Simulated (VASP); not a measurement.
# PbO2 (P4_2/mnm) in VASP: notebook

Runs on PbO2. Level: PBE. Tasks: single point.

Everything below comes from runs of VASP 6.6.1. Logs are shortened: lines on timing, memory, paths and dates and some standing lists are left out, and cuts for length are marked.

**1. The cell of the first run**

The structure is tetragonal, space group P4_2/mnm (No. 136). Conventional cell: a = 4.864 Å, b = 4.864 Å, c = 3.420 Å, α = 90.00°, β = 90.00°, γ = 90.00°. Within 2.8 Å of Pb (site symmetry mmm) lie 6 O at 2.11 to 2.16 Å. O (site symmetry m2m) has 3 Pb at 2.11 to 2.16 Å and 1 O at 2.66 Å within 2.8 Å.

**2. Single point, PBE (13.49 Å³/atom)**

INCAR

```
SYSTEM = PbO2
PREC     = Accurate       ! precision mode
ENCUT    = 520            ! plane-wave cutoff, eV
EDIFF    = 1E-7           ! SCF threshold, eV
ISMEAR   = 0              ! smearing method
SIGMA    = 0.1            ! smearing width, eV
LREAL    = .False.        ! projectors in reciprocal space
LASPH    = .True.         ! aspherical terms in the spheres
NELM     = 80             ! most SCF steps
ALGO     = Normal         ! electronic algorithm
ISIF     = 2              ! what is computed and relaxed
LWAVE    = .False.        ! write WAVECAR
LCHARG   = .True.         ! write CHGCAR
GGA      = PE             ! functional
LELF     = .True.         ! ELF
LVHAR    = .True.       
NBANDS   = 35             ! bands
```

KPOINTS

```
regular mesh
0
Gamma
  8 8 10
  0 0 0
```

POSCAR

```
PbO2
1.0
    4.8641083691      0.0000000000      0.0000000000
    0.0000000000      4.8641083691      0.0000000000
    0.0000000000      0.0000000000      3.4199478906
Pb O
2 4
Direct
    0.0000000000      0.0000000000      0.0000000000
    0.5000000000      0.5000000000      0.5000000000
    0.3069834249      0.3069834249      0.0000000000
    0.1930165751      0.8069834249      0.5000000000
    0.6930165751      0.6930165751      0.0000000000
    0.8069834249      0.1930165751      0.5000000000
```

Potentials or basis: VASP PAW PBE potentials, release 64 (Pb_d, O).

Started as:

```bash
> cat potpaw_PBE.64/Pb_d/POTCAR potpaw_PBE.64/O/POTCAR > POTCAR
> mpirun -np 1 vasp_std > vasp.out
```

OUTCAR:

```text
SYSTEM = PbO2
   PREC = Accurate
   ENCUT = 520
   EDIFF = 1E-7
   ISMEAR = 0
   LREAL = .False.
   LASPH = .True.
   NELM = 80
   ISIF = 2
   GGA = PE

 ion  position               nearest neighbor table
   1  0.000  0.000  0.000-   3 2.11   5 2.11   4 2.16   6 2.16   4 2.16   6 2.16   2 3.84   2 3.84
                             2 3.84   2 3.84   2 3.84   2 3.84   2 3.84   2 3.84
   2  0.500  0.500  0.500-   4 2.11   6 2.11   5 2.16   3 2.16   3 2.16   5 2.16   1 3.84   1 3.84
                             1 3.84   1 3.84   1 3.84   1 3.84   1 3.84   1 3.84
   3  0.307  0.307  0.000-   1 2.11   2 2.16   2 2.16
   4  0.193  0.807  0.500-   2 2.11   1 2.16   1 2.16
   5  0.693  0.693  0.000-   1 2.11   2 2.16   2 2.16
   6  0.807  0.193  0.500-   2 2.11   1 2.16   1 2.16

  LATTYP: Found a simple tetragonal cell.
 ALAT       =     4.8641083691
 C/A-ratio  =     0.7030986218

  Lattice vectors:

 A1 = (   4.8641083691,   0.0000000000,   0.0000000000)
 A2 = (   0.0000000000,   4.8641083691,   0.0000000000)
 A3 = (   0.0000000000,   0.0000000000,   3.4199478906)

Analysis of symmetry for initial positions (statically):
=====================================================================
 Subroutine PRICEL returns:
 Original cell was already a primitive cell.

 Routine SETGRP: Setting up the symmetry group for a
 simple tetragonal supercell.

 Subroutine GETGRP returns: Found 16 space group operations
 (whereof  8 operations were pure point group operations)
 out of a pool of 16 trial point group operations.

The static configuration has the point symmetry D_2h.
 The point group associated with its full space group is D_4h.

Analysis of symmetry for dynamics (positions and initial velocities):
=====================================================================
 Subroutine PRICEL returns:
 Original cell was already a primitive cell.

 Routine SETGRP: Setting up the symmetry group for a
 simple tetragonal supercell.

 Subroutine GETGRP returns: Found 16 space group operations
 (whereof  8 operations were pure point group operations)
 out of a pool of 16 trial point group operations.

The dynamic configuration has the point symmetry D_2h.
 The point group associated with its full space group is D_4h.

 Subroutine INISYM returns: Found 16 space group operations
 (whereof  8 operations are pure point group operations),
 and found     1 'primitive' translations

[... 103 lines left out ...]
   LREAL  =      F    real-space projection
   EDIFFG = 0.1E-05   stopping-criterion for IOM
   NSW    =      0    number of steps for IOM
   IBRION =     -1    ionic relax: 0-MD 1-quasi-New 2-CG
   NFREE  =      0    steps in history (QN), initial steepest desc. (CG)
   ISIF   =      2    stress and relaxation
   ISYM   =      2    0-nonsym 1-usesym 2-fastsym
   POTIM  = 0.5000    time-step for ionic-motion
   TEBEG  =    0.0;   TEEND  =   0.0 temperature during run
   PSTRESS=    0.0 pullay stress
   NELECT =      52.0000    total number of electrons
   NUPDOWN=      -1.0000    fix difference up-down
   EMIN   =  10.00;   EMAX   =-10.00  energy-range for DOS
   EFERMI =   0.00;   METHOD = LEGACY
   ISMEAR =     0;   SIGMA  =   0.10  broadening in eV -4-tet -1-fermi 0-gaus
   EFERMI_NEDOS =   21; number of points for ismear=-14 and -15
   IALGO  =     38    algorithm
   IMIX   =      4    mixing-type and parameters
     AMIX     =   0.40;   BMIX     =  1.00
     AMIX_MAG =   1.60;   BMIX_MAG =  1.00
  volume/ion in A,a.u.               =      13.49        91.01
  Fermi-wavevector in a.u.,A,eV,Ry     =   1.412756  2.669723 27.155605  1.995881
  Thomas-Fermi vector in A             =   2.534472
   LORBIT       =      0    0 simple, 1 ext, 2 COOP (PROOUT), +10 PAW based schemes
   GGA     = PE    functional components
   LHFCALC =     F    Hartree Fock is set to
   AEXX    =    0.0000 exact exchange contribution
   IVDW    =     0    specifies the selected vdW correction
   LEPSILON=     F    determine dielectric tensor
   LRPA    =     F    only Hartree local field effects (RPA)
 non-spin polarized calculation
 Gauss-broadening in eV      SIGMA  =   0.10
  energy-cutoff  :      520.00
  volume of cell :       80.91
 maximum number of plane-waves:      2216
   NGX = 19   NGY = 19   NGZ = 13

 number of electron      51.9999979 magnetization

 Free energy of the ion-electron system (eV)
  ---------------------------------------------------
  ext. energy  EPLUGINS =         0.00000000
  ---------------------------------------------------
  free energy    TOTEN  =       -31.55128965 eV

  energy without entropy =      -31.54945722  energy(sigma->0) =      -31.55037344

 E-fermi :   4.7741     XC(G=0): -10.8835

 val. band max:        4.7518623800   @ k =   0.1250   0.0000   0.0000
 cond. band min:       4.8054539930   @ k =   0.0000   0.0000   0.0000
 fundamental gap:      0.0535916130
 Fermi energy:         4.7740869764

 k-point     1 :       0.0000    0.0000    0.0000
  band No.  band energies     occupation
      1     -13.7888      2.00000
      2     -13.6247      2.00000
      3     -11.8607      2.00000
      4     -11.8607      2.00000
      5     -10.8310      2.00000
      6     -10.5842      2.00000
[... 901 lines left out ...]
     34      16.6804      0.00000
     35      17.1921      0.00000

 [... further k-points ...]

------------------------ aborting loop because EDIFF is reached ----------------------------------------

  FORCE on cell =-STRESS in cart. coord.  units (eV):
  Direction    XX          YY          ZZ          XY          YZ          ZX
  --------------------------------------------------------------------------------------
  -------------------------------------------------------------------------------------
  Total        6.7874112      6.7874112      6.8777694     -0.0000000      0.0000000      0.0000000
  in kB      134.3967515    134.3967515    136.1859237     -0.0000000      0.0000000      0.0000000
  external PRESSURE =     134.9931422 kB  Pullay stress =       0.0000000 kB

 VOLUME and BASIS-vectors are now :
 -----------------------------------------------------------------------------
  energy-cutoff  :      520.00
  volume of cell :       80.91
      direct lattice vectors                 reciprocal lattice vectors
     4.864108369  0.000000000  0.000000000     0.205587525  0.000000000  0.000000000
     0.000000000  4.864108369  0.000000000     0.000000000  0.205587525  0.000000000
     0.000000000  0.000000000  3.419947891     0.000000000  0.000000000  0.292402116

 POSITION                                       TOTAL-FORCE (eV/Angst)
 -----------------------------------------------------------------------------------
      0.00000      0.00000      0.00000        -0.000000      0.000000      0.000000
      2.43205      2.43205      1.70997        -0.000000      0.000000      0.000000
      1.49320      1.49320      0.00000        -0.003447     -0.003447      0.000000
      0.93885      3.92525      1.70997         0.003447     -0.003447      0.000000
      3.37091      3.37091      0.00000         0.003447      0.003447      0.000000
      3.92525      0.93885      1.70997        -0.003447      0.003447      0.000000
 -----------------------------------------------------------------------------------
    total drift:                                0.000000      0.000000      0.000000

  FREE ENERGIE OF THE ION-ELECTRON SYSTEM (eV)
  ---------------------------------------------------
  free  energy   TOTEN  =       -31.5512896547 eV

  energy  without entropy=      -31.5494572192  energy(sigma->0) =      -31.55037344
```

OSZICAR:

```text
N       E                     dE             d eps       ncg     rms          rms(c)
DAV:   1     0.692644279142E+03    0.69264E+03   -0.25967E+04  6335   0.184E+03
DAV:   2     0.577210299636E+02   -0.63492E+03   -0.60241E+03  6787   0.505E+02
DAV:   3    -0.328334457614E+02   -0.90554E+02   -0.87998E+02  7529   0.209E+02
DAV:   4    -0.373247569791E+02   -0.44913E+01   -0.44504E+01  8045   0.488E+01
DAV:   5    -0.374799338288E+02   -0.15518E+00   -0.15484E+00  8289   0.921E+00    0.143E+01
DAV:   6    -0.315250494248E+02    0.59549E+01   -0.17710E+01  9599   0.528E+01    0.433E+00
DAV:   7    -0.315831572014E+02   -0.58108E-01   -0.17458E+00  7016   0.926E+00    0.276E+00
DAV:   8    -0.315768147232E+02    0.63425E-02   -0.34991E-01  9899   0.630E+00    0.114E+00
DAV:   9    -0.315498425060E+02    0.26972E-01   -0.79442E-02  9701   0.401E+00    0.122E-01
DAV:  10    -0.315513255399E+02   -0.14830E-02   -0.96666E-03  6918   0.538E-01    0.130E-01
DAV:  11    -0.315512955136E+02    0.30026E-04   -0.37359E-04 10018   0.199E-01    0.398E-02
DAV:  12    -0.315512913162E+02    0.41974E-05   -0.60786E-05  9367   0.599E-02    0.119E-02
DAV:  13    -0.315512887457E+02    0.25705E-05   -0.13851E-05  9591   0.513E-02    0.647E-03
DAV:  14    -0.315512892581E+02   -0.51245E-06   -0.21941E-06  9853   0.175E-02    0.207E-03
DAV:  15    -0.315512897021E+02   -0.44397E-06   -0.20617E-07  5792   0.420E-03    0.147E-04
DAV:  16    -0.315512896547E+02    0.47392E-07   -0.37178E-08  3899   0.243E-03
   1 F= -.31551290E+02 E0= -.31550373E+02  d E =-.183244E-02
```

stdout:

```text
POSCAR found type information on POSCAR PbO
 POSCAR found :  2 types and       6 ions
 scaLAPACK will be used
 LDA part: xc-table for (Slater+PW92), standard interpolation
 POSCAR, INCAR and KPOINTS ok, starting setup
 FFT: planning ... GRIDC
 FFT: planning ... GRID_SOFT
 FFT: planning ... GRID
 WAVECAR not read
 entering main loop
```

Run time: 2.3 min. Hardware: 1 thread of Intel Xeon Platinum 8488C (Sapphire Rapids), shared host; peak memory 0.32 GiB.

Results:

| Quantity | Value |
| --- | --- |
| Free energy | -31.5513 eV |
| Pressure | 13.5 GPa |
| Largest force | 0.005 eV/Å |

Forces in eV/Å, atoms in the order of the input:
```
Pb   0.000  0.000  0.000
Pb   0.000  0.000  0.000
O   -0.003 -0.003  0.000
O    0.003 -0.003  0.000
O    0.003  0.003  0.000
O   -0.003  0.003  0.000
```

Caveat: the cell stands under pressure; spin-orbit coupling is left out, which moves the levels of the heavy elements.

**3. Single point, PBE**

This run uses another cell than the first one, of 13.88 Å³/atom.

INCAR

```
  PREC = Accurate
  ENCUT = 520
  EDIFF = 1E-6
  ISMEAR = 0
  SIGMA = 0.1
  LREAL = False
  LASPH = True
  NELM = 60
  ALGO = Normal
  ISIF = 2
  LWAVE = False
  LCHARG = False
  GGA = PE
  NBANDS = 35
```

KPOINTS

```
Automatic mesh
0
Gamma
  8 8 10
```

POSCAR

```
PbO2
1.0
    4.9577000000      0.0000000000      0.0000000000
    0.0000000000      4.9577000000      0.0000000000
    0.0000000000      0.0000000000      3.3879000000
Pb O
2 4
Direct
    0.0000000000      0.0000000000      0.0000000000
    0.5000000000      0.5000000000      0.5000000000
    0.3072000000      0.3072000000      0.0000000000
    0.1928000000      0.8072000000      0.5000000000
    0.6928000000      0.6928000000      0.0000000000
    0.8072000000      0.1928000000      0.5000000000
```

Potentials or basis: VASP PAW PBE potentials, release 64 (Pb_d, O).

Started as:

```bash
> cat potpaw_PBE.64/Pb_d/POTCAR potpaw_PBE.64/O/POTCAR > POTCAR
> mpirun -np 1 vasp_std > vasp.out
```

OUTCAR:

```text
PREC = Accurate
   ENCUT = 520
   EDIFF = 1E-6
   ISMEAR = 0
   LREAL = False
   LASPH = True
   NELM = 60
   ISIF = 2
   GGA = PE

 ion  position               nearest neighbor table
   1  0.000  0.000  0.000-   3 2.15   5 2.15   4 2.17   6 2.17   4 2.17   6 2.17   2 3.89   2 3.89
                             2 3.89   2 3.89   2 3.89   2 3.89   2 3.89   2 3.89
   2  0.500  0.500  0.500-   4 2.15   6 2.15   5 2.17   3 2.17   3 2.17   5 2.17   1 3.89   1 3.89
                             1 3.89   1 3.89   1 3.89   1 3.89   1 3.89   1 3.89
   3  0.307  0.307  0.000-   1 2.15   2 2.17   2 2.17
   4  0.193  0.807  0.500-   2 2.15   1 2.17   1 2.17
   5  0.693  0.693  0.000-   1 2.15   2 2.17   2 2.17
   6  0.807  0.193  0.500-   2 2.15   1 2.17   1 2.17

  LATTYP: Found a simple tetragonal cell.
 ALAT       =     4.9577000000
 C/A-ratio  =     0.6833612361

  Lattice vectors:

 A1 = (   4.9577000000,   0.0000000000,   0.0000000000)
 A2 = (   0.0000000000,   4.9577000000,   0.0000000000)
 A3 = (   0.0000000000,   0.0000000000,   3.3879000000)

Analysis of symmetry for initial positions (statically):
=====================================================================
 Subroutine PRICEL returns:
 Original cell was already a primitive cell.

 Routine SETGRP: Setting up the symmetry group for a
 simple tetragonal supercell.

 Subroutine GETGRP returns: Found 16 space group operations
 (whereof  8 operations were pure point group operations)
 out of a pool of 16 trial point group operations.

The static configuration has the point symmetry D_2h.
 The point group associated with its full space group is D_4h.

Analysis of symmetry for dynamics (positions and initial velocities):
=====================================================================
 Subroutine PRICEL returns:
 Original cell was already a primitive cell.

 Routine SETGRP: Setting up the symmetry group for a
 simple tetragonal supercell.

 Subroutine GETGRP returns: Found 16 space group operations
 (whereof  8 operations were pure point group operations)
 out of a pool of 16 trial point group operations.

[... 133 lines left out ...]
   LORBIT       =      0    0 simple, 1 ext, 2 COOP (PROOUT), +10 PAW based schemes
   GGA     = PE    functional components
   LHFCALC =     F    Hartree Fock is set to
   AEXX    =    0.0000 exact exchange contribution
   IVDW    =     0    specifies the selected vdW correction
   LEPSILON=     F    determine dielectric tensor
   LRPA    =     F    only Hartree local field effects (RPA)
 non-spin polarized calculation
 Gauss-broadening in eV      SIGMA  =   0.10
  energy-cutoff  :      520.00
  volume of cell :       83.27
 maximum number of plane-waves:      2262
 NGX is ok and might be reduce to    40
   NGX = 19   NGY = 19   NGZ = 13

 number of electron      52.0000013 magnetization

 Free energy of the ion-electron system (eV)
  ---------------------------------------------------
  ext. energy  EPLUGINS =         0.00000000
  ---------------------------------------------------
  free energy    TOTEN  =       -31.70949773 eV

  energy without entropy =      -31.70778701  energy(sigma->0) =      -31.70864237

 E-fermi :   4.4600     XC(G=0): -10.7176

 val. band max:        4.4443152500   @ k =   0.1250   0.0000   0.0000
 cond. band min:       4.4987686823   @ k =   0.0000   0.0000   0.0000
 fundamental gap:      0.0544534323
 Fermi energy:         4.4600297048

 k-point     1 :       0.0000    0.0000    0.0000
  band No.  band energies     occupation
      1     -13.9573      2.00000
      2     -13.8291      2.00000
      3     -12.1414      2.00000
      4     -12.1414      2.00000
      5     -11.1315      2.00000
      6     -10.9190      2.00000
[... 901 lines left out ...]
     34      16.2121      0.00000
     35      16.6682      0.00000

 [... further k-points ...]

------------------------ aborting loop because EDIFF is reached ----------------------------------------

  FORCE on cell =-STRESS in cart. coord.  units (eV):
  Direction    XX          YY          ZZ          XY          YZ          ZX
  --------------------------------------------------------------------------------------
  -------------------------------------------------------------------------------------
  Total        4.4628177      4.4628177      5.5806437      0.0000000      0.0000000      0.0000000
  in kB       85.8674685     85.8674685    107.3751563      0.0000000      0.0000000      0.0000000
  external PRESSURE =      93.0366978 kB  Pullay stress =       0.0000000 kB

 VOLUME and BASIS-vectors are now :
 -----------------------------------------------------------------------------
  energy-cutoff  :      520.00
  volume of cell :       83.27
      direct lattice vectors                 reciprocal lattice vectors
     4.957700000  0.000000000  0.000000000     0.201706436  0.000000000  0.000000000
     0.000000000  4.957700000  0.000000000     0.000000000  0.201706436  0.000000000
     0.000000000  0.000000000  3.387900000     0.000000000  0.000000000  0.295168098

 POSITION                                       TOTAL-FORCE (eV/Angst)
 -----------------------------------------------------------------------------------
      0.00000      0.00000      0.00000         0.000000      0.000000      0.000000
      2.47885      2.47885      1.69395         0.000000      0.000000      0.000000
      1.52301      1.52301      0.00000        -0.051226     -0.051226     -0.000000
      0.95584      4.00186      1.69395         0.051226     -0.051226     -0.000000
      3.43469      3.43469      0.00000         0.051226      0.051226      0.000000
      4.00186      0.95584      1.69395        -0.051226      0.051226      0.000000
 -----------------------------------------------------------------------------------
    total drift:                                0.000000     -0.000000     -0.000000

  FREE ENERGIE OF THE ION-ELECTRON SYSTEM (eV)
  ---------------------------------------------------
  free  energy   TOTEN  =       -31.7094977258 eV

  energy  without entropy=      -31.7077870071  energy(sigma->0) =      -31.70864237
```

OSZICAR:

```text
N       E                     dE             d eps       ncg     rms          rms(c)
DAV:   1     0.688975086755E+03    0.68898E+03   -0.25927E+04  6324   0.182E+03
DAV:   2     0.572165664046E+02   -0.63176E+03   -0.59949E+03  6838   0.503E+02
DAV:   3    -0.329300353004E+02   -0.90147E+02   -0.87317E+02  7471   0.208E+02
DAV:   4    -0.373847321913E+02   -0.44547E+01   -0.44159E+01  8069   0.488E+01
DAV:   5    -0.375376014688E+02   -0.15287E+00   -0.15259E+00  8258   0.921E+00    0.142E+01
DAV:   6    -0.316953256367E+02    0.58423E+01   -0.17733E+01  9545   0.518E+01    0.441E+00
DAV:   7    -0.317406855586E+02   -0.45360E-01   -0.17156E+00  7114   0.938E+00    0.277E+00
DAV:   8    -0.317353916675E+02    0.52939E-02   -0.36372E-01  9863   0.610E+00    0.117E+00
DAV:   9    -0.317079444646E+02    0.27447E-01   -0.78945E-02  9802   0.389E+00    0.122E-01
DAV:  10    -0.317095511297E+02   -0.16067E-02   -0.10248E-02  6943   0.545E-01    0.130E-01
DAV:  11    -0.317095088648E+02    0.42265E-04   -0.33903E-04  9989   0.190E-01    0.451E-02
DAV:  12    -0.317095005596E+02    0.83051E-05   -0.63412E-05  9247   0.566E-02    0.137E-02
DAV:  13    -0.317094973236E+02    0.32361E-05   -0.15645E-05  7961   0.493E-02    0.664E-03
DAV:  14    -0.317094977258E+02   -0.40226E-06   -0.19976E-06  5306   0.160E-02
   1 F= -.31709498E+02 E0= -.31708642E+02  d E =-.171072E-02
```

Wall time 2.6 min (1 thread of Intel Xeon Platinum 8488C (Sapphire Rapids), shared host); peak memory 0.34 GiB.

Results:

- Free energy: -31.7095 eV
- Pressure: 9.3 GPa
- Largest force: 0.072 eV/Å

Forces on the atoms (eV/Å):
```
Pb   0.000  0.000  0.000
Pb   0.000  0.000  0.000
O   -0.051 -0.051  0.000
O    0.051 -0.051  0.000
O    0.051  0.051  0.000
O   -0.051  0.051  0.000
```

Stress tensor (GPa, compression positive):
```
 8.59  0.00  0.00
 0.00  8.59  0.00
 0.00  0.00 10.74
```

Caveat: the cell stands under pressure; spin-orbit coupling is left out, which moves the levels of the heavy elements.
